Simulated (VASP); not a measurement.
# Na (Pm-3m) in VASP: notebook, part 2 of 2

VASP 6.6.1. The steps go on from the part before.

## Step 5: Single point, PBE (volume scaled by 0.96)

INCAR

```
SYSTEM = Na
  PREC = Accurate
  ENCUT = 520
  EDIFF = 1E-6
  ISMEAR = -1
  SIGMA = 0.1
  LREAL = .False.
  LASPH = .True.
  NELM = 80
  ALGO = Normal
  ISIF = 2
  LWAVE = .False.
  LCHARG = .False.
  GGA = PE
  NBANDS = 10
```

KPOINTS

```
Automatic mesh
0
Gamma
  10 10 10
  0 0 0
```

POSCAR

```
Na
1.0
    3.3682863539      0.0000000000      0.0000000000
    0.0000000000      3.3682863539      0.0000000000
    0.0000000000      0.0000000000      3.3682863539
Na
1
Direct
    0.0000000000      0.0000000000      0.0000000000
```

Potentials or basis: VASP PAW PBE potentials, release 64 (Na_pv).

Command:

```console
cat potpaw_PBE.64/Na_pv/POTCAR > POTCAR
mpirun -np 1 vasp_std > vasp.out
```

OUTCAR:

```text
SYSTEM = Na
   PREC = Accurate
   ENCUT = 520
   EDIFF = 1E-6
   ISMEAR = -1
   LREAL = .False.
   LASPH = .True.
   NELM = 80
   ISIF = 2
   GGA = PE

 ion  position               nearest neighbor table
   1  0.000  0.000  0.000-

  LATTYP: Found a simple cubic cell.
 ALAT       =     3.3682863539

  Lattice vectors:

 A1 = (   3.3682863539,   0.0000000000,   0.0000000000)
 A2 = (   0.0000000000,   3.3682863539,   0.0000000000)
 A3 = (   0.0000000000,   0.0000000000,   3.3682863539)

Analysis of symmetry for initial positions (statically):
=====================================================================
 Subroutine PRICEL returns:
 Original cell was already a primitive cell.

 Routine SETGRP: Setting up the symmetry group for a
 simple cubic supercell.

 Subroutine GETGRP returns: Found 48 space group operations
 (whereof 48 operations were pure point group operations)
 out of a pool of 48 trial point group operations.

The static configuration has the point symmetry O_h .

Analysis of symmetry for dynamics (positions and initial velocities):
=====================================================================
 Subroutine PRICEL returns:
 Original cell was already a primitive cell.

 Routine SETGRP: Setting up the symmetry group for a
 simple cubic supercell.

 Subroutine GETGRP returns: Found 48 space group operations
 (whereof 48 operations were pure point group operations)
 out of a pool of 48 trial point group operations.

The dynamic configuration has the point symmetry O_h .

 Subroutine INISYM returns: Found 48 space group operations
 (whereof 48 operations are pure point group operations),
 and found     1 'primitive' translations

----------------------------------------------------------------------------------------

                                     Primitive cell

  volume of cell :      38.2144

  direct lattice vectors                    reciprocal lattice vectors
     3.368286354  0.000000000  0.000000000     0.296886872  0.000000000  0.000000000
     0.000000000  3.368286354  0.000000000     0.000000000  0.296886872  0.000000000
     0.000000000  0.000000000  3.368286354     0.000000000  0.000000000  0.296886872

  length of vectors
     3.368286354  3.368286354  3.368286354     0.296886872  0.296886872  0.296886872

  position of ions in fractional coordinates (direct lattice)
     0.000000000  0.000000000  0.000000000

  ion indices of the primitive-cell ions
   primitive index   ion index
                 1           1

----------------------------------------------------------------------------------------

 KPOINTS: Automatic mesh

Automatic generation of k-mesh.
 Grid dimensions read from file:
 generate k-points for:   10   10   10

 Generating k-lattice:

  Cartesian coordinates                     Fractional coordinates (reciprocal lattice)
     0.029688687  0.000000000  0.000000000     0.100000000  0.000000000  0.000000000
     0.000000000  0.029688687  0.000000000     0.000000000  0.100000000  0.000000000
     0.000000000  0.000000000  0.029688687     0.000000000  0.000000000  0.100000000

  Length of vectors
     0.029688687  0.029688687  0.029688687

  Shift w.r.t. Gamma in fractional coordinates (k-lattice)
     0.000000000  0.000000000  0.000000000

 Subroutine IBZKPT returns following result:
 ===========================================

 Found     56 irreducible k-points:

 Following reciprocal coordinates:
            Coordinates               Weight
  0.000000  0.000000  0.000000      1.000000
  0.100000  0.000000  0.000000      6.000000
  0.200000  0.000000  0.000000      6.000000
  0.300000  0.000000  0.000000      6.000000
  0.400000  0.000000  0.000000      6.000000
  0.500000  0.000000  0.000000      3.000000
[... 16 lines left out ...]
  0.200000  0.100000  0.100000     24.000000
  0.300000  0.100000  0.100000     24.000000
 [... further k-points ...]
   k-points           NKPTS =     56   k-points in BZ     NKDIM =     56   number of bands    NBANDS=     10
   number of dos      NEDOS =    301   number of ions     NIONS =      1
   total plane-waves  NPLWV =  21952
   dimension x,y,z NGX =    28 NGY =   28 NGZ =   28
   dimension x,y,z NGXF=    56 NGYF=   56 NGZF=   56
   ions per type =               1
   NGX,Y,Z   is equivalent  to a cutoff of  13.82, 13.82, 13.82 a.u.
   NGXF,Y,Z  is equivalent  to a cutoff of  27.64, 27.64, 27.64 a.u.
 SYSTEM =  Na
   PREC   = accura    normal or accurate (medium, high low for compatibility)
   ISTART =      0    job   : 0-new  1-cont  2-samecut
   ICHARG =      2    charge: 1-file 2-atom 10-const
   ISPIN  =      1    spin polarized calculation?
   LNONCOLLINEAR =      F non collinear calculations
   LSORBIT =      F    spin-orbit coupling
   LASPH  =      T    aspherical Exc in radial PAW
   ENCUT  =  520.0 eV  38.22 Ry    6.18 a.u.   6.26  6.26  6.26*2*pi/ulx,y,z
   NELM   =     80;   NELMIN=  2; NELMDL= -5     # of ELM steps
   EDIFF  = 0.1E-05   stopping-criterion for ELM
   LREAL  =      F    real-space projection
   EDIFFG = 0.1E-04   stopping-criterion for IOM
   NSW    =      0    number of steps for IOM
   IBRION =     -1    ionic relax: 0-MD 1-quasi-New 2-CG
   NFREE  =      0    steps in history (QN), initial steepest desc. (CG)
   ISIF   =      2    stress and relaxation
   ISYM   =      2    0-nonsym 1-usesym 2-fastsym
   POTIM  = 0.5000    time-step for ionic-motion
   TEBEG  =    0.0;   TEEND  =   0.0 temperature during run
   PSTRESS=    0.0 pullay stress
   NELECT =       7.0000    total number of electrons
   NUPDOWN=      -1.0000    fix difference up-down
   EMIN   =  10.00;   EMAX   =-10.00  energy-range for DOS
   EFERMI =   0.00;   METHOD = LEGACY
   ISMEAR =    -1;   SIGMA  =   0.10  broadening in eV -4-tet -1-fermi 0-gaus
   EFERMI_NEDOS =   21; number of points for ismear=-14 and -15
   IALGO  =     38    algorithm
   IMIX   =      4    mixing-type and parameters
     AMIX     =   0.40;   BMIX     =  1.00
     AMIX_MAG =   1.60;   BMIX_MAG =  1.00
  volume/ion in A,a.u.               =      38.21       257.88
  Fermi-wavevector in a.u.,A,eV,Ry     =   0.929748  1.756969 11.761298  0.864431
  Thomas-Fermi vector in A             =   2.056063
   LORBIT       =      0    0 simple, 1 ext, 2 COOP (PROOUT), +10 PAW based schemes
   GGA     = PE    functional components
   LHFCALC =     F    Hartree Fock is set to
   AEXX    =    0.0000 exact exchange contribution
   IVDW    =     0    specifies the selected vdW correction
   LEPSILON=     F    determine dielectric tensor
   LRPA    =     F    only Hartree local field effects (RPA)
 non-spin polarized calculation
  energy-cutoff  :      520.00
  volume of cell :       38.21
 maximum number of plane-waves:      1064
 NGX is ok and might be reduce to    28
   NGX = 13   NGY = 13   NGZ = 13

 number of electron       7.0000003 magnetization

 Free energy of the ion-electron system (eV)
  ---------------------------------------------------
  ext. energy  EPLUGINS =         0.00000000
  ---------------------------------------------------
  free energy    TOTEN  =        -1.20026561 eV

  energy without entropy =       -1.18453583  energy(sigma->0) =       -1.19240072

 E-fermi :   0.3158     XC(G=0):  -6.4148

 val. band max:        0.2844195390   @ k =   0.5000   0.0000   0.0000
 cond. band min:       0.3690098630   @ k =   0.4000   0.3000   0.0000
 fundamental gap:      0.0845903240
 Fermi energy:         0.3157544475

 k-point     1 :       0.0000    0.0000    0.0000
  band No.  band energies     occupation
      1     -24.8376      2.00000
      2     -24.8376      2.00000
      3     -24.8376      2.00000
      4      -2.9605      2.00000
      5       8.6354      0.00000
      6       8.6354      0.00000
      7      10.0007      0.00000
      8      10.0007      0.00000
      9      10.0007      0.00000
     10      12.9414      0.00000

 k-point     2 :       0.1000    0.0000    0.0000
  band No.  band energies     occupation
      1     -24.8427      2.00000
      2     -24.8372      2.00000
      3     -24.8372      2.00000
      4      -2.8234      2.00000
      5       7.2027      0.00000
      6       8.7604      0.00000
      7      10.1100      0.00000
      8      10.1100      0.00000
      9      10.9221      0.00000
     10      13.7834      0.00000
[... 274 lines left out ...]
 k-point    24 :       0.3000    0.1000    0.1000
  band No.  band energies     occupation
      1     -24.8713      2.00000
      2     -24.8394      2.00000
      3     -24.8390      2.00000
      4      -1.4712      2.00000
      5       3.6759      0.00000
      6       8.1316      0.00000
      7       9.3867      0.00000
      8      12.5047      0.00000
      9      13.8994      0.00000
     10      13.9234      0.00000

 [... further k-points ...]
[... 5 lines left out ...]
  --------------------------------------------------------------------------------------
  -------------------------------------------------------------------------------------
  Total        0.0613594      0.0613594      0.0613594      0.0000000      0.0000000     -0.0000000
  in kB        2.5725555      2.5725555      2.5725555      0.0000000      0.0000000     -0.0000000
  external PRESSURE =       2.5725555 kB  Pullay stress =       0.0000000 kB

 VOLUME and BASIS-vectors are now :
 -----------------------------------------------------------------------------
  energy-cutoff  :      520.00
  volume of cell :       38.21
      direct lattice vectors                 reciprocal lattice vectors
     3.368286354  0.000000000  0.000000000     0.296886872  0.000000000  0.000000000
     0.000000000  3.368286354  0.000000000     0.000000000  0.296886872  0.000000000
     0.000000000  0.000000000  3.368286354     0.000000000  0.000000000  0.296886872

 POSITION                                       TOTAL-FORCE (eV/Angst)
 -----------------------------------------------------------------------------------
      0.00000      0.00000      0.00000         0.000000      0.000000      0.000000
 -----------------------------------------------------------------------------------
    total drift:                               -0.000000     -0.000000     -0.000000

  FREE ENERGIE OF THE ION-ELECTRON SYSTEM (eV)
  ---------------------------------------------------
  free  energy   TOTEN  =        -1.2002656128 eV

  energy  without entropy=       -1.1845358319  energy(sigma->0) =       -1.19240072
```

OSZICAR:

```text
N       E                     dE             d eps       ncg     rms          rms(c)
DAV:   1     0.268432456820E+02    0.26843E+02   -0.38592E+03  1122   0.604E+02
DAV:   2    -0.646045706312E+00   -0.27489E+02   -0.27339E+02  1166   0.147E+02
DAV:   3    -0.119840706278E+01   -0.55236E+00   -0.55194E+00  1354   0.227E+01
DAV:   4    -0.120290370885E+01   -0.44966E-02   -0.44963E-02  1338   0.197E+00
DAV:   5    -0.120296669157E+01   -0.62983E-04   -0.62982E-04  1258   0.225E-01    0.226E-01
DAV:   6    -0.120147837928E+01    0.14883E-02   -0.62608E-04  1346   0.300E-01    0.153E-01
DAV:   7    -0.120027558983E+01    0.12028E-02   -0.13954E-03  1312   0.366E-01    0.189E-02
DAV:   8    -0.120026417996E+01    0.11410E-04   -0.76109E-05  1312   0.141E-01    0.359E-03
DAV:   9    -0.120026550886E+01   -0.13289E-05   -0.62031E-07  1230   0.649E-03    0.151E-03
DAV:  10    -0.120026561280E+01   -0.10393E-06   -0.19496E-07   688   0.494E-03
   1 F= -.12002656E+01 E0= -.11924007E+01  d E =-.157298E-01
```

stdout:

```text
POSCAR found type information on POSCAR Na
 POSCAR found :  1 types and       1 ions
 scaLAPACK will be used
 LDA part: xc-table for (Slater+PW92), standard interpolation
 POSCAR, INCAR and KPOINTS ok, starting setup
 FFT: planning ... GRIDC
 FFT: planning ... GRID_SOFT
 FFT: planning ... GRID
 WAVECAR not read
 entering main loop
```

It used 20 s of CPU time on 1 thread of Intel Xeon 8259CL, with other jobs on the host.

What came out:

```yaml
Free_energy: -1.2003 eV
Pressure: 0.3 GPa
```

## Step 6: Overview

| cell | k mesh | gap on the mesh (eV) | pressure (GPa) |
| --- | --- | --- | --- |
| a = 3.414 Å, 1 atom | 9 × 9 × 9 | none | 0.0 |
| a = 3.272 Å, 1 atom | 10 × 10 × 10 | none | 1.0 |
| a = 3.321 Å, 1 atom | 10 × 10 × 10 | none | 0.6 |
| a = 3.368 Å, 1 atom | 10 × 10 × 10 | none | 0.3 |

Alike in all rows: task single point; level PBE; potentials or basis VASP PAW PBE potentials, release 64 (Na_pv); no spin polarisation; cutoff (eV) 520; smearing fermi-dirac 0.1 eV.

Total energies depend on the potentials used, so only differences within one code and one set of settings carry meaning.
